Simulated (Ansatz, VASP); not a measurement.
One calculation of CuO2, two programs

```
Cu O
1.0
     1.41261   -5.21075    0.00000
     1.41261    5.21075    0.00000
     0.00000    0.00000    4.34342
Cu O
2 4
Direct
  0.83275 0.16725 0.25000
  0.16725 0.83275 0.75000
  0.44851 0.55149 0.25000
  0.55149 0.44851 0.75000
  0.21103 0.78897 0.25000
  0.78897 0.21103 0.75000
```

Alike in both runs: task single point; functional PBEsol; k mesh 6 × 6 × 4; occupations gaussian, width 0.1 eV; collinear spin.

|  | VASP | Ansatz |
| --- | --- | --- |
| version | VASP 6.6.1 | Ansatz 0.2.0 |
| potentials or method | VASP PAW PBE potentials, release 64 (Cu, O), cutoff 520 eV | scalar-relativistic, plane waves, PAW |
| valence electrons in the cell | 46 | 62 |

```csv
,VASP,Ansatz,Ansatz less VASP
gap on the k mesh at the Fermi level (eV),none,none,-
pressure (GPa),-7.4,-8.3,-0.92
"traceless stress, the component that is largest in VASP (GPa)",-1.22,-2.30,-1.082
rms of the force components (eV/Å),0.193,0.244,+0.0515
net moment per atom (μB),0.17,0.16,-0.004
size of the moment on the site where the two differ most (μB),0.06,0.07,+0.008
```

VASP's potentials were made for PBE, not for PBEsol. Site moments also hang on the region over which each program counts them. Atom by atom the forces differ by 0.056 eV/Å (rms over components). A gap of «none» marks a metal or a gap that the smearing closes. The functional is the same, so the differences come from potentials, cutoffs and numerics. VASP's potentials hold 46 valence electrons a cell and Ansatz's 62, so a difference there can come from the potentials and not from the codes.

The k mesh is coarse, so the values compare programs but aren't converged.
